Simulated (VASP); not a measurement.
# PbS (Galena) (Fm-3m) in VASP: further runs

Runs on PbS (Galena). Level: LDA. Tasks: single point.

Program: VASP 6.6.1. These are calculated values, not measurements. Logs are shortened: lines on timing, memory, paths and dates and some standing lists are left out, and cuts for length are marked.

## (1) The cell of the first run

The structure is cubic, space group Fm-3m (No. 225). The conventional cell has a = 5.684 Å, b = 5.684 Å, c = 5.684 Å, α = 90.00°, β = 90.00°, γ = 90.00°. Pb (site symmetry m-3m) has 6 S at 2.84 Å within 3.7 Å. Within 3.7 Å of S (site symmetry m-3m) lie 6 Pb at 2.84 Å.

## (2) Single point, LDA

Contents of INCAR:

```
SYSTEM = PbS
ALGO = Normal ; EDIFF = 1E-6
ENCUT = 500 ; GGA_COMPAT = .False.
ISIF = 2 ; ISMEAR = 0
LASPH = .True. ; LCHARG = .False.
LREAL = .False. ; LWAVE = .False.
NBANDS = 17 ; NELM = 120
PREC = Accurate ; SIGMA = 0.01
```

Contents of KPOINTS:

```
k-points
0
Gamma
  6 6 6
  0 0 0
```

Contents of POSCAR:

```
PbS
1.0
    0.0000000000      2.8420306882      2.8420306882
    2.8420306882      0.0000000000      2.8420306882
    2.8420306882      2.8420306882      0.0000000000
Pb S
1 1
Direct
    0.0000000000      0.0000000000      0.0000000000
    0.5000000000      0.5000000000      0.5000000000
```

Potentials or basis: VASP PAW LDA potentials, release 64 (Pb_d, S).

Run with:

```bash
$ cat potpaw_LDA.64/Pb_d/POTCAR potpaw_LDA.64/S/POTCAR > POTCAR
$ mpirun -np 1 vasp_std > vasp.out
```

OUTCAR:

```text
SYSTEM = PbS
   EDIFF = 1E-6
   ENCUT = 500
   ISIF = 2
   ISMEAR = 0
   LASPH = .True.
   LREAL = .False.
   NELM = 120
   PREC = Accurate

 ion  position               nearest neighbor table
   1  0.000  0.000  0.000-   2 2.84   2 2.84   2 2.84   2 2.84   2 2.84   2 2.84
   2  0.500  0.500  0.500-   1 2.84   1 2.84   1 2.84   1 2.84   1 2.84   1 2.84

  LATTYP: Found a face centered cubic cell.
 ALAT       =     5.6840613764

  Lattice vectors:

 A1 = (   0.0000000000,   2.8420306882,   2.8420306882)
 A2 = (   2.8420306882,   0.0000000000,   2.8420306882)
 A3 = (   2.8420306882,   2.8420306882,   0.0000000000)

Analysis of symmetry for initial positions (statically):
=====================================================================
 Subroutine PRICEL returns:
 Original cell was already a primitive cell.

 Routine SETGRP: Setting up the symmetry group for a
 face centered cubic supercell.

 Subroutine GETGRP returns: Found 48 space group operations
 (whereof 48 operations were pure point group operations)
 out of a pool of 48 trial point group operations.

The static configuration has the point symmetry O_h .

Analysis of symmetry for dynamics (positions and initial velocities):
=====================================================================
 Subroutine PRICEL returns:
 Original cell was already a primitive cell.

 Routine SETGRP: Setting up the symmetry group for a
 face centered cubic supercell.

 Subroutine GETGRP returns: Found 48 space group operations
 (whereof 48 operations were pure point group operations)
 out of a pool of 48 trial point group operations.

The dynamic configuration has the point symmetry O_h .

 Subroutine INISYM returns: Found 48 space group operations
 (whereof 48 operations are pure point group operations),
 and found     1 'primitive' translations

----------------------------------------------------------------------------------------

                                     Primitive cell

  volume of cell :      45.9110

  direct lattice vectors                    reciprocal lattice vectors
     0.000000000  2.842030688  2.842030688    -0.175930542  0.175930542  0.175930542
     2.842030688  0.000000000  2.842030688     0.175930542 -0.175930542  0.175930542
     2.842030688  2.842030688  0.000000000     0.175930542  0.175930542 -0.175930542

  length of vectors
     4.019238344  4.019238344  4.019238344     0.304720638  0.304720638  0.304720638

  position of ions in fractional coordinates (direct lattice)
     0.000000000  0.000000000  0.000000000
     0.500000000  0.500000000  0.500000000

  ion indices of the primitive-cell ions
   primitive index   ion index
                 1           1
                 2           2

----------------------------------------------------------------------------------------

 KPOINTS: k-points

Automatic generation of k-mesh.
 Grid dimensions read from file:
 generate k-points for:    6    6    6

 Generating k-lattice:

  Cartesian coordinates                     Fractional coordinates (reciprocal lattice)
    -0.029321757  0.029321757  0.029321757     0.166666667  0.000000000  0.000000000
     0.029321757 -0.029321757  0.029321757     0.000000000  0.166666667  0.000000000
     0.029321757  0.029321757 -0.029321757     0.000000000  0.000000000  0.166666667

  Length of vectors
     0.050786773  0.050786773  0.050786773

  Shift w.r.t. Gamma in fractional coordinates (k-lattice)
     0.000000000  0.000000000  0.000000000

 Subroutine IBZKPT returns following result:
 ===========================================

 Found     16 irreducible k-points:

 Following reciprocal coordinates:
            Coordinates               Weight
  0.000000  0.000000  0.000000      1.000000
  0.166667  0.000000  0.000000      8.000000
  0.333333  0.000000  0.000000      8.000000
  0.500000  0.000000  0.000000      4.000000
  0.166667  0.166667  0.000000      6.000000
  0.333333  0.166667  0.000000     24.000000
[... 8 lines left out ...]
 -0.333333  0.333333  0.166667     24.000000
 -0.333333  0.500000  0.166667     12.000000
   k-points           NKPTS =     16   k-points in BZ     NKDIM =     16   number of bands    NBANDS=     17
   number of dos      NEDOS =    301   number of ions     NIONS =      2
   total plane-waves  NPLWV =  27000
   dimension x,y,z NGX =    30 NGY =   30 NGZ =   30
   dimension x,y,z NGXF=    60 NGYF=   60 NGZF=   60
   ions per type =               1   1
   NGX,Y,Z   is equivalent  to a cutoff of  12.41, 12.41, 12.41 a.u.
   NGXF,Y,Z  is equivalent  to a cutoff of  24.82, 24.82, 24.82 a.u.
 SYSTEM =  PbS
   PREC   = accura    normal or accurate (medium, high low for compatibility)
   ISTART =      0    job   : 0-new  1-cont  2-samecut
   ICHARG =      2    charge: 1-file 2-atom 10-const
   ISPIN  =      1    spin polarized calculation?
   LNONCOLLINEAR =      F non collinear calculations
   LSORBIT =      F    spin-orbit coupling
   LASPH  =      T    aspherical Exc in radial PAW
   ENCUT  =  500.0 eV  36.75 Ry    6.06 a.u.   7.33  7.33  7.33*2*pi/ulx,y,z
   NELM   =    120;   NELMIN=  2; NELMDL= -5     # of ELM steps
   EDIFF  = 0.1E-05   stopping-criterion for ELM
   LREAL  =      F    real-space projection
   EDIFFG = 0.1E-04   stopping-criterion for IOM
   NSW    =      0    number of steps for IOM
   IBRION =     -1    ionic relax: 0-MD 1-quasi-New 2-CG
   NFREE  =      0    steps in history (QN), initial steepest desc. (CG)
   ISIF   =      2    stress and relaxation
   ISYM   =      2    0-nonsym 1-usesym 2-fastsym
   POTIM  = 0.5000    time-step for ionic-motion
   TEBEG  =    0.0;   TEEND  =   0.0 temperature during run
   PSTRESS=    0.0 pullay stress
   NELECT =      20.0000    total number of electrons
   NUPDOWN=      -1.0000    fix difference up-down
   EMIN   =  10.00;   EMAX   =-10.00  energy-range for DOS
   EFERMI =   0.00;   METHOD = LEGACY
   ISMEAR =     0;   SIGMA  =   0.01  broadening in eV -4-tet -1-fermi 0-gaus
   EFERMI_NEDOS =   21; number of points for ismear=-14 and -15
   IALGO  =     38    algorithm
   IMIX   =      4    mixing-type and parameters
     AMIX     =   0.40;   BMIX     =  1.00
     AMIX_MAG =   1.60;   BMIX_MAG =  1.00
  volume/ion in A,a.u.               =      22.96       154.91
  Fermi-wavevector in a.u.,A,eV,Ry     =   1.241022  2.345191 20.954809  1.540135
  Thomas-Fermi vector in A             =   2.375437
   LORBIT       =      0    0 simple, 1 ext, 2 COOP (PROOUT), +10 PAW based schemes
   GGA     = CA    functional components
   LHFCALC =     F    Hartree Fock is set to
   AEXX    =    0.0000 exact exchange contribution
   IVDW    =     0    specifies the selected vdW correction
   LEPSILON=     F    determine dielectric tensor
   LRPA    =     F    only Hartree local field effects (RPA)
 non-spin polarized calculation
 Gauss-broadening in eV      SIGMA  =   0.01
  energy-cutoff  :      500.00
  volume of cell :       45.91
 maximum number of plane-waves:      1211
 NGX is ok and might be reduce to    30
   NGX = 15   NGY = 15   NGZ = 15

 number of electron      20.0000006 magnetization

 Free energy of the ion-electron system (eV)
  ---------------------------------------------------
  ext. energy  EPLUGINS =         0.00000000
  ---------------------------------------------------
  free energy    TOTEN  =        -9.93436480 eV

  energy without entropy =       -9.93436480  energy(sigma->0) =       -9.93436480

 E-fermi :   7.3558     XC(G=0): -10.6315

 val. band max:        7.2538696158   @ k =   0.5000   0.0000   0.0000
 cond. band min:       7.5854720288   @ k =   0.5000   0.0000   0.0000
 fundamental gap:      0.3316024130
 Fermi energy:         7.3558297959

 k-point     1 :       0.0000    0.0000    0.0000
  band No.  band energies     occupation
      1      -9.6651      2.00000
      2      -9.6651      2.00000
      3      -9.6651      2.00000
      4      -9.6623      2.00000
      5      -9.6623      2.00000
      6      -7.4399      2.00000
[... 9 lines left out ...]
     16      13.7041      0.00000
     17      15.4187      0.00000

 k-point     2 :       0.1667    0.0000    0.0000
  band No.  band energies     occupation
      1      -9.6766      2.00000
      2      -9.6766      2.00000
      3      -9.6645      2.00000
      4      -9.6456      2.00000
      5      -9.6456      2.00000
      6      -7.1505      2.00000
[... 9 lines left out ...]
     16      14.3923      0.00000
     17      17.6734      0.00000

 k-point     3 :       0.3333    0.0000    0.0000
  band No.  band energies     occupation
      1      -9.7040      2.00000
      2      -9.7040      2.00000
      3      -9.6656      2.00000
      4      -9.6075      2.00000
      5      -9.6075      2.00000
      6      -6.3883      2.00000
[... 9 lines left out ...]
     16      15.8587      0.00000
     17      20.1953      0.00000

 k-point     4 :       0.5000    0.0000    0.0000
  band No.  band energies     occupation
      1      -9.7176      2.00000
      2      -9.7176      2.00000
      3      -9.6670      2.00000
      4      -9.5883      2.00000
      5      -9.5883      2.00000
      6      -5.8069      2.00000
[... 9 lines left out ...]
     16      17.2368      0.00000
     17      18.1300      0.00000
[... 183 lines left out ...]
      1      -9.8179      2.00000
      2      -9.6694      2.00000
      3      -9.6692      2.00000
      4      -9.6037      2.00000
      5      -9.5910      2.00000
      6      -5.7059      2.00000
[... 9 lines left out ...]
     16      18.0484      0.00000
     17      18.5649      0.00000

 k-point    15 :      -0.3333    0.3333    0.1667
  band No.  band energies     occupation
      1      -9.8387      2.00000
      2      -9.6776      2.00000
      3      -9.6397      2.00000
      4      -9.6308      2.00000
      5      -9.5758      2.00000
      6      -5.2535      2.00000
[... 9 lines left out ...]
     16      18.7320      0.00000
     17      19.3048      0.00000

 k-point    16 :      -0.3333    0.5000    0.1667
  band No.  band energies     occupation
      1      -9.9031      2.00000
      2      -9.6761      2.00000
      3      -9.6496      2.00000
      4      -9.6024      2.00000
      5      -9.5631      2.00000
      6      -5.0586      2.00000
[... 9 lines left out ...]
     16      19.5390      0.00000
     17      19.5612      0.00000

------------------------ aborting loop because EDIFF is reached ----------------------------------------

  FORCE on cell =-STRESS in cart. coord.  units (eV):
  Direction    XX          YY          ZZ          XY          YZ          ZX
  --------------------------------------------------------------------------------------
  -------------------------------------------------------------------------------------
  Total        1.7057480      1.7057480      1.7057480     -0.0000000     -0.0000000     -0.0000000
  in kB       59.5263389     59.5263389     59.5263389     -0.0000000     -0.0000000     -0.0000000
  external PRESSURE =      59.5263389 kB  Pullay stress =       0.0000000 kB

 VOLUME and BASIS-vectors are now :
 -----------------------------------------------------------------------------
  energy-cutoff  :      500.00
  volume of cell :       45.91
      direct lattice vectors                 reciprocal lattice vectors
     0.000000000  2.842030688  2.842030688    -0.175930542  0.175930542  0.175930542
     2.842030688  0.000000000  2.842030688     0.175930542 -0.175930542  0.175930542
     2.842030688  2.842030688  0.000000000     0.175930542  0.175930542 -0.175930542

 POSITION                                       TOTAL-FORCE (eV/Angst)
 -----------------------------------------------------------------------------------
      0.00000      0.00000      0.00000         0.000000     -0.000000      0.000000
      2.84203      2.84203      2.84203        -0.000000      0.000000     -0.000000
 -----------------------------------------------------------------------------------
    total drift:                               -0.000000      0.000000      0.000000

  FREE ENERGIE OF THE ION-ELECTRON SYSTEM (eV)
  ---------------------------------------------------
  free  energy   TOTEN  =        -9.9343647970 eV

  energy  without entropy=       -9.9343647970  energy(sigma->0) =       -9.93436480
```

It took 7 s on 1 thread of Intel Xeon Platinum 8559C (Emerald Rapids), shared host; peak memory 0.15 GiB.

Results:

```
Free energy            : -9.9344 eV
Pressure               : 6.0 GPa
Band gap on the k mesh : 0.33 eV, direct
```

Caveat: spin-orbit coupling is left out, which moves the levels of the heavy elements. A k mesh can miss the band edges.

## (3) Single point, LDA

This run uses another cell than the first one, of 24.00 Å³/atom, 1.045 times its volume.

Contents of INCAR:

```
PREC = Accurate ; ENCUT = 500
EDIFF = 1E-6 ; ISMEAR = 0
SIGMA = 0.01 ; LREAL = False
LASPH = True ; NELM = 120
ALGO = Normal ; ISIF = 2
LWAVE = False ; LCHARG = False
NBANDS = 17 ; GGA_COMPAT = False
```

Contents of KPOINTS:

```
regular mesh
0
Gamma
  6 6 6
```

Contents of POSCAR:

```
PbS
1.0
    0.0000000000      2.8844553114      2.8844553114
    2.8844553114      0.0000000000      2.8844553114
    2.8844553114      2.8844553114      0.0000000000
Pb S
1 1
Direct
    0.0000000000      0.0000000000      0.0000000000
    0.5000000000      0.5000000000      0.5000000000
```

Potentials or basis: VASP PAW LDA potentials, release 64 (Pb_d, S).

Run with:

```bash
$ cat potpaw_LDA.64/Pb_d/POTCAR potpaw_LDA.64/S/POTCAR > POTCAR
$ mpirun -np 1 vasp_std > vasp.out
```

OUTCAR:

```text
PREC = Accurate
   ENCUT = 500
   EDIFF = 1E-6
   ISMEAR = 0
   LREAL = False
   LASPH = True
   NELM = 120
   ISIF = 2

 ion  position               nearest neighbor table
   1  0.000  0.000  0.000-   2 2.88   2 2.88   2 2.88   2 2.88   2 2.88   2 2.88
   2  0.500  0.500  0.500-   1 2.88   1 2.88   1 2.88   1 2.88   1 2.88   1 2.88

  LATTYP: Found a face centered cubic cell.
 ALAT       =     5.7689106228

  Lattice vectors:

 A1 = (   0.0000000000,   2.8844553114,   2.8844553114)
 A2 = (   2.8844553114,   0.0000000000,   2.8844553114)
 A3 = (   2.8844553114,   2.8844553114,   0.0000000000)

Analysis of symmetry for initial positions (statically):
=====================================================================
 Subroutine PRICEL returns:
 Original cell was already a primitive cell.

 Routine SETGRP: Setting up the symmetry group for a
 face centered cubic supercell.

 Subroutine GETGRP returns: Found 48 space group operations
 (whereof 48 operations were pure point group operations)
 out of a pool of 48 trial point group operations.

The static configuration has the point symmetry O_h .

Analysis of symmetry for dynamics (positions and initial velocities):
[... 148 lines left out ...]

  energy without entropy =       -9.98824951  energy(sigma->0) =       -9.98824951

 E-fermi :   6.7892     XC(G=0): -10.4211

 val. band max:        6.7294299892   @ k =   0.5000   0.0000   0.0000
 cond. band min:       6.8477497431   @ k =   0.5000   0.0000   0.0000
 fundamental gap:      0.1183197540
 Fermi energy:         6.7891701746

 k-point     1 :       0.0000    0.0000    0.0000
  band No.  band energies     occupation
      1     -10.2063      2.00000
      2     -10.2063      2.00000
      3     -10.2063      2.00000
      4     -10.2014      2.00000
      5     -10.2014      2.00000
      6      -7.6374      2.00000
[... 297 lines left out ...]
      4     -10.1526      2.00000
      5     -10.1198      2.00000
      6      -5.4950      2.00000
[... 9 lines left out ...]
     16      18.7829      0.00000
     17      18.9339      0.00000

------------------------ aborting loop because EDIFF is reached ----------------------------------------

  FORCE on cell =-STRESS in cart. coord.  units (eV):
  Direction    XX          YY          ZZ          XY          YZ          ZX
  --------------------------------------------------------------------------------------
  -------------------------------------------------------------------------------------
  Total        0.6862728      0.6862728      0.6862728      0.0000000      0.0000000      0.0000000
  in kB       22.9079345     22.9079345     22.9079345      0.0000000      0.0000000      0.0000000
  external PRESSURE =      22.9079345 kB  Pullay stress =       0.0000000 kB

 VOLUME and BASIS-vectors are now :
 -----------------------------------------------------------------------------
  energy-cutoff  :      500.00
  volume of cell :       48.00
      direct lattice vectors                 reciprocal lattice vectors
     0.000000000  2.884455311  2.884455311    -0.173342952  0.173342952  0.173342952
     2.884455311  0.000000000  2.884455311     0.173342952 -0.173342952  0.173342952
     2.884455311  2.884455311  0.000000000     0.173342952  0.173342952 -0.173342952

 POSITION                                       TOTAL-FORCE (eV/Angst)
 -----------------------------------------------------------------------------------
      0.00000      0.00000      0.00000         0.000000     -0.000000      0.000000
      2.88446      2.88446      2.88446        -0.000000      0.000000     -0.000000
 -----------------------------------------------------------------------------------
    total drift:                               -0.000000      0.000000      0.000000

  FREE ENERGIE OF THE ION-ELECTRON SYSTEM (eV)
  ---------------------------------------------------
  free  energy   TOTEN  =        -9.9882495145 eV

  energy  without entropy=       -9.9882495145  energy(sigma->0) =       -9.98824951
```

OSZICAR:

```text
N       E                     dE             d eps       ncg     rms          rms(c)
DAV:   1     0.156485842377E+03    0.15649E+03   -0.96755E+03   552   0.124E+03
DAV:   2     0.187795432600E+01   -0.15461E+03   -0.14871E+03   561   0.311E+02
DAV:   3    -0.100560981616E+02   -0.11934E+02   -0.11828E+02   708   0.920E+01
DAV:   4    -0.103725523085E+02   -0.31645E+00   -0.31615E+00   715   0.158E+01
DAV:   5    -0.103816032128E+02   -0.90509E-02   -0.90502E-02   759   0.264E+00    0.524E+00
DAV:   6    -0.999804357885E+01    0.38356E+00   -0.11091E+00   876   0.772E+00    0.397E+00
DAV:   7    -0.999168467891E+01    0.63589E-02   -0.91627E-02   680   0.159E+00    0.201E+00
DAV:   8    -0.998839727002E+01    0.32874E-02   -0.66870E-03   678   0.828E-01    0.119E-01
DAV:   9    -0.998823221980E+01    0.16505E-03   -0.73972E-04   844   0.215E-01    0.854E-02
DAV:  10    -0.998825648504E+01   -0.24265E-04   -0.10238E-04   650   0.784E-02    0.445E-02
DAV:  11    -0.998824939072E+01    0.70943E-05   -0.29711E-05   785   0.573E-02    0.117E-02
DAV:  12    -0.998824951450E+01   -0.12378E-06   -0.13567E-06   535   0.784E-03
   1 F= -.99882495E+01 E0= -.99882495E+01  d E =-.163674E-18
```

Run time: 6.7 s. Hardware: 1 thread of Intel Xeon Platinum 8559C (Emerald Rapids), shared host; peak memory 0.15 GiB.

Results:

```
Free energy            : -9.9882 eV
Pressure               : 2.3 GPa
Band gap on the k mesh : 0.12 eV, direct
```

Caveat: spin-orbit coupling is left out, which moves the levels of the heavy elements.

(Continued in part 2 of 2.)
